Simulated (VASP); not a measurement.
# BN (P6_3/mmc) in VASP: notebook

Runs on BN. Level: r2SCAN. Tasks: single point.

Program: VASP 6.6.1. These are calculated values, not measurements. Logs are shortened: lines on timing, memory, paths and dates and some standing lists are left out, and cuts for length are marked.

## (1) The cell of the first run

It takes space group P6_3/mmc (No. 194, hexagonal). The conventional cell has a = 2.501 Å, b = 2.501 Å, c = 6.896 Å, α = 90.00°, β = 90.00°, γ = 120.00°. B (site symmetry -6m2) has 3 N at 1.44 Å within 1.9 Å. Within 1.9 Å of N (site symmetry -6m2) lie 3 B at 1.44 Å.

## (2) Single point, r2SCAN

Contents of POSCAR:

```
BN
1.0
    2.5009697631      0.0000000000      0.0000000000
   -1.2504848816      2.1659033489      0.0000000000
    0.0000000000      0.0000000000      6.8957976065
B N
2 2
Direct
    0.3333333333      0.6666666667      0.2500000000
    0.6666666667      0.3333333333      0.7500000000
    0.3333333333      0.6666666667      0.7500000000
    0.6666666667      0.3333333333      0.2500000000
```

Contents of INCAR.step1:

```
SYSTEM = BN
ALGO = Normal
EDIFF = 1E-4
ENCUT = 520
GGA = PE
ISMEAR = 0
LASPH = .True.
LCHARG = .False.
LREAL = .False.
LWAVE = .True.
NBANDS = 16
NELM = 60
PREC = Accurate
SIGMA = 0.05
```

Contents of INCAR.step2:

```
SYSTEM = BN
ALGO = Normal
EDIFF = 1E-7
ENCUT = 520
ISIF = 2
ISMEAR = 0
ISTART = 1
LASPH = .True.
LCHARG = .False.
LMIXTAU = .True.
LREAL = .False.
LWAVE = .False.
METAGGA = R2SCAN
NBANDS = 16
NELM = 60
PREC = Accurate
SIGMA = 0.05
```

Contents of KPOINTS:

```
k-points
0
Gamma
  10 10 4
  0 0 0
```

Potentials or basis: VASP PAW PBE potentials, release 64 (B, N).

Started as:

```
$ cat potpaw_PBE.64/B/POTCAR potpaw_PBE.64/N/POTCAR > POTCAR
$ cp INCAR.step1 INCAR
$ mpirun -np 1 vasp_std > vasp.out
$ cp INCAR.step2 INCAR
$ mpirun -np 1 vasp_std > vasp.out
```

OUTCAR:

```text
SYSTEM = BN
   EDIFF = 1E-7
   ENCUT = 520
   ISIF = 2
   ISMEAR = 0
   ISTART = 1
   LASPH = .True.
   LREAL = .False.
   METAGGA = R2SCAN
   NELM = 60
   PREC = Accurate

 ion  position               nearest neighbor table
   1  0.333  0.667  0.250-   4 1.44   4 1.44   4 1.44
   2  0.667  0.333  0.750-   3 1.44   3 1.44   3 1.44
   3  0.333  0.667  0.750-   2 1.44   2 1.44   2 1.44
   4  0.667  0.333  0.250-   1 1.44   1 1.44   1 1.44

  LATTYP: Found a hexagonal cell.
 ALAT       =     2.5009697631
 C/A-ratio  =     2.7572494911

  Lattice vectors:

 A1 = (   2.5009697631,   0.0000000000,   0.0000000000)
 A2 = (  -1.2504848816,   2.1659033489,   0.0000000000)
 A3 = (   0.0000000000,   0.0000000000,   6.8957976065)

Analysis of symmetry for initial positions (statically):
=====================================================================
 Subroutine PRICEL returns:
 Original cell was already a primitive cell.

 Routine SETGRP: Setting up the symmetry group for a
 hexagonal supercell.

 Subroutine GETGRP returns: Found 24 space group operations
 (whereof 12 operations were pure point group operations)
 out of a pool of 24 trial point group operations.

The static configuration has the point symmetry D_3d.
 The point group associated with its full space group is D_6h.

Analysis of symmetry for dynamics (positions and initial velocities):
=====================================================================
 Subroutine PRICEL returns:
 Original cell was already a primitive cell.

 Routine SETGRP: Setting up the symmetry group for a
 hexagonal supercell.

 Subroutine GETGRP returns: Found 24 space group operations
 (whereof 12 operations were pure point group operations)
 out of a pool of 24 trial point group operations.

The dynamic configuration has the point symmetry D_3d.
 The point group associated with its full space group is D_6h.

 Subroutine INISYM returns: Found 24 space group operations
 (whereof 12 operations are pure point group operations),
 and found     1 'primitive' translations

----------------------------------------------------------------------------------------

                                     Primitive cell

  volume of cell :      37.3536

  direct lattice vectors                    reciprocal lattice vectors
     2.500969763  0.000000000  0.000000000     0.399844898  0.230850560  0.000000000
    -1.250484882  2.165903349  0.000000000     0.000000000  0.461701119  0.000000000
     0.000000000  0.000000000  6.895797607     0.000000000  0.000000000  0.145015857

  length of vectors
     2.500969763  2.500969763  6.895797607     0.461701119  0.461701119  0.145015857

  position of ions in fractional coordinates (direct lattice)
     0.333333333  0.666666667  0.250000000
     0.666666667  0.333333333  0.750000000
     0.333333333  0.666666667  0.750000000
     0.666666667  0.333333333  0.250000000

  ion indices of the primitive-cell ions
   primitive index   ion index
                 1           1
                 2           2
                 3           3
                 4           4

----------------------------------------------------------------------------------------

 KPOINTS: k-points

Automatic generation of k-mesh.
 Grid dimensions read from file:
 generate k-points for:   10   10    4

 Generating k-lattice:

  Cartesian coordinates                     Fractional coordinates (reciprocal lattice)
     0.039984490  0.023085056  0.000000000     0.100000000  0.000000000  0.000000000
     0.000000000  0.046170112  0.000000000     0.000000000  0.100000000  0.000000000
     0.000000000  0.000000000  0.036253964     0.000000000  0.000000000  0.250000000

  Length of vectors
     0.046170112  0.046170112  0.036253964

  Shift w.r.t. Gamma in fractional coordinates (k-lattice)
     0.000000000  0.000000000  0.000000000

 Subroutine IBZKPT returns following result:
 ===========================================

 Found     42 irreducible k-points:

 Following reciprocal coordinates:
            Coordinates               Weight
  0.000000  0.000000  0.000000      1.000000
  0.100000  0.000000  0.000000      6.000000
  0.200000  0.000000  0.000000      6.000000
  0.300000 -0.000000  0.000000      6.000000
  0.400000  0.000000  0.000000      6.000000
  0.500000  0.000000  0.000000      3.000000
[... 16 lines left out ...]
  0.300000  0.100000  0.250000     24.000000
  0.400000  0.100000  0.250000     24.000000
 [... further k-points ...]
   k-points           NKPTS =     42   k-points in BZ     NKDIM =     42   number of bands    NBANDS=     16
   number of dos      NEDOS =    301   number of ions     NIONS =      4
   total plane-waves  NPLWV =  21600
   dimension x,y,z NGX =    20 NGY =   20 NGZ =   54
   dimension x,y,z NGXF=    40 NGYF=   40 NGZF=  108
   ions per type =               2   2
   NGX,Y,Z   is equivalent  to a cutoff of  13.29, 13.29, 13.02 a.u.
   NGXF,Y,Z  is equivalent  to a cutoff of  26.59, 26.59, 26.04 a.u.
 SYSTEM =  BN
   PREC   = accura    normal or accurate (medium, high low for compatibility)
   ISTART =      1    job   : 0-new  1-cont  2-samecut
   ICHARG =      0    charge: 1-file 2-atom 10-const
   ISPIN  =      1    spin polarized calculation?
   LNONCOLLINEAR =      F non collinear calculations
   LSORBIT =      F    spin-orbit coupling
   LASPH  =      T    aspherical Exc in radial PAW
   ENCUT  =  520.0 eV  38.22 Ry    6.18 a.u.   4.65  4.65 12.82*2*pi/ulx,y,z
   NELM   =     60;   NELMIN=  2; NELMDL=  0     # of ELM steps
   EDIFF  = 0.1E-06   stopping-criterion for ELM
   LREAL  =      F    real-space projection
   EDIFFG = 0.1E-05   stopping-criterion for IOM
   NSW    =      0    number of steps for IOM
   IBRION =     -1    ionic relax: 0-MD 1-quasi-New 2-CG
   NFREE  =      0    steps in history (QN), initial steepest desc. (CG)
   ISIF   =      2    stress and relaxation
   ISYM   =      2    0-nonsym 1-usesym 2-fastsym
   POTIM  = 0.5000    time-step for ionic-motion
   TEBEG  =    0.0;   TEEND  =   0.0 temperature during run
   PSTRESS=    0.0 pullay stress
   NELECT =      16.0000    total number of electrons
   NUPDOWN=      -1.0000    fix difference up-down
   EMIN   =  10.00;   EMAX   =-10.00  energy-range for DOS
   EFERMI =   0.00;   METHOD = LEGACY
   ISMEAR =     0;   SIGMA  =   0.05  broadening in eV -4-tet -1-fermi 0-gaus
   EFERMI_NEDOS =   21; number of points for ismear=-14 and -15
   IALGO  =     38    algorithm
   IMIX   =      4    mixing-type and parameters
     AMIX     =   0.40;   BMIX     =  1.00
     AMIX_MAG =   1.60;   BMIX_MAG =  1.00
  volume/ion in A,a.u.               =       9.34        63.02
  Fermi-wavevector in a.u.,A,eV,Ry     =   1.234063  2.332042 20.720483  1.522913
  Thomas-Fermi vector in A             =   2.368769
   LORBIT       =      0    0 simple, 1 ext, 2 COOP (PROOUT), +10 PAW based schemes
   METAGGA = R2SCAN    functional components
   LHFCALC =     F    Hartree Fock is set to
   AEXX    =    0.0000 exact exchange contribution
   IVDW    =     0    specifies the selected vdW correction
   LEPSILON=     F    determine dielectric tensor
   LRPA    =     F    only Hartree local field effects (RPA)
 non-spin polarized calculation
 Gauss-broadening in eV      SIGMA  =   0.05
  energy-cutoff  :      520.00
  volume of cell :       37.35
 maximum number of plane-waves:      1034
 NGX is ok and might be reduce to    20
   NGX =  9   NGY =  9   NGZ = 25

 number of electron      16.0000000 magnetization

 Free energy of the ion-electron system (eV)
  ---------------------------------------------------
  ext. energy  EPLUGINS =         0.00000000
  ---------------------------------------------------
  free energy    TOTEN  =       -38.59615370 eV

  energy without entropy =      -38.59615370  energy(sigma->0) =      -38.59615370

 E-fermi :   1.9559     XC(G=0): -10.4906

 val. band max:        1.7441493812   @ k =   0.3000   0.3000   0.0000
 cond. band min:       6.6601934354   @ k =   0.5000   0.0000   0.0000
 fundamental gap:      4.9160440542
 Fermi energy:         1.9559441855

 k-point     1 :       0.0000    0.0000    0.0000
  band No.  band energies     occupation
      1     -17.0532      2.00000
      2     -16.8370      2.00000
      3      -4.5089      2.00000
      4      -2.6914      2.00000
      5       0.3793      2.00000
      6       0.3793      2.00000
[... 8 lines left out ...]
     15      14.6101      0.00000
     16      16.0289      0.00000

 k-point     2 :       0.1000    0.0000    0.0000
  band No.  band energies     occupation
      1     -16.8499      2.00000
      2     -16.6387      2.00000
      3      -4.2298      2.00000
      4      -2.4364      2.00000
      5      -0.4501      2.00000
      6      -0.4299      2.00000
[... 8 lines left out ...]
     15      15.2532      0.00000
     16      15.3277      0.00000

 k-point     3 :       0.2000    0.0000    0.0000
  band No.  band energies     occupation
      1     -16.2574      2.00000
      2     -16.0617      2.00000
      3      -3.4089      2.00000
      4      -2.4300      2.00000
      5      -2.3990      2.00000
      6      -1.6951      2.00000
[... 8 lines left out ...]
     15      17.3070      0.00000
     16      17.3997      0.00000

 k-point     4 :       0.3000   -0.0000    0.0000
  band No.  band energies     occupation
      1     -15.3458      2.00000
      2     -15.1786      2.00000
      3      -4.7317      2.00000
      4      -4.6799      2.00000
      5      -2.1128      2.00000
      6      -1.7385      2.00000
[... 8 lines left out ...]
     15      18.2690      0.00000
     16      20.4370      0.00000
[... 324 lines left out ...]
 k-point    22 :       0.2000    0.1000    0.2500
  band No.  band energies     occupation
      1     -15.6692      2.00000
      2     -15.5424      2.00000
      3      -3.6831      2.00000
      4      -3.6600      2.00000
      5      -2.4049      2.00000
      6      -1.7992      2.00000
[... 8 lines left out ...]
     15      17.6150      0.00000
     16      17.9211      0.00000

 k-point    23 :       0.3000    0.1000    0.2500
  band No.  band energies     occupation
      1     -14.6821      2.00000
      2     -14.5822      2.00000
      3      -5.7444      2.00000
      4      -5.7060      2.00000
      5      -2.6325      2.00000
      6      -2.5983      2.00000
[... 8 lines left out ...]
     15      18.5022      0.00000
     16      20.1476      0.00000

 k-point    24 :       0.4000    0.1000    0.2500
  band No.  band energies     occupation
      1     -13.8237      2.00000
      2     -13.7704      2.00000
      3      -7.1952      2.00000
      4      -7.1548      2.00000
      5      -3.0760      2.00000
      6      -3.0396      2.00000
[... 8 lines left out ...]
     15      17.6510      0.00000
     16      20.1913      0.00000

 [... further k-points ...]
[... 5 lines left out ...]
  --------------------------------------------------------------------------------------
  -------------------------------------------------------------------------------------
  Total        0.1567899      0.1567899     -0.0712499     -0.0000000      0.0000000     -0.0000000
  in kB        6.7250692      6.7250692     -3.0560656     -0.0000000      0.0000000     -0.0000000
  external PRESSURE =       3.4646910 kB  Pullay stress =       0.0000000 kB

 VOLUME and BASIS-vectors are now :
 -----------------------------------------------------------------------------
  energy-cutoff  :      520.00
  volume of cell :       37.35
      direct lattice vectors                 reciprocal lattice vectors
     2.500969763  0.000000000  0.000000000     0.399844898  0.230850560  0.000000000
    -1.250484882  2.165903349  0.000000000     0.000000000  0.461701119  0.000000000
     0.000000000  0.000000000  6.895797607     0.000000000  0.000000000  0.145015857

 POSITION                                       TOTAL-FORCE (eV/Angst)
 -----------------------------------------------------------------------------------
     -0.00000      1.44394      1.72395         0.000000     -0.000000      0.000000
      1.25048      0.72197      5.17185        -0.000000      0.000000      0.000000
     -0.00000      1.44394      5.17185         0.000000      0.000000      0.000000
      1.25048      0.72197      1.72395        -0.000000     -0.000000      0.000000
 -----------------------------------------------------------------------------------
    total drift:                                0.000000     -0.000000      0.000000

  FREE ENERGIE OF THE ION-ELECTRON SYSTEM (eV)
  ---------------------------------------------------
  free  energy   TOTEN  =       -38.5961537009 eV

  energy  without entropy=      -38.5961537009  energy(sigma->0) =      -38.59615370
```

Run time: 80 s. Hardware: 1 thread of Intel Xeon 6975P-C, shared host; peak memory 0.17 GiB.

What came out:

```yaml
Free_energy: -38.5962 eV
Pressure: 0.3 GPa
Band_gap_on_the_k_mesh: 4.92 eV, indirect (least direct gap 5.42 eV)
```

Stress tensor (GPa, compression positive):
```
 0.67  0.00  0.00
 0.00  0.67  0.00
 0.00  0.00 -0.31
```

Caveat: the PAW data sets were made with another functional, which shifts forces and pressure a little.

[end of part 1 of 2]
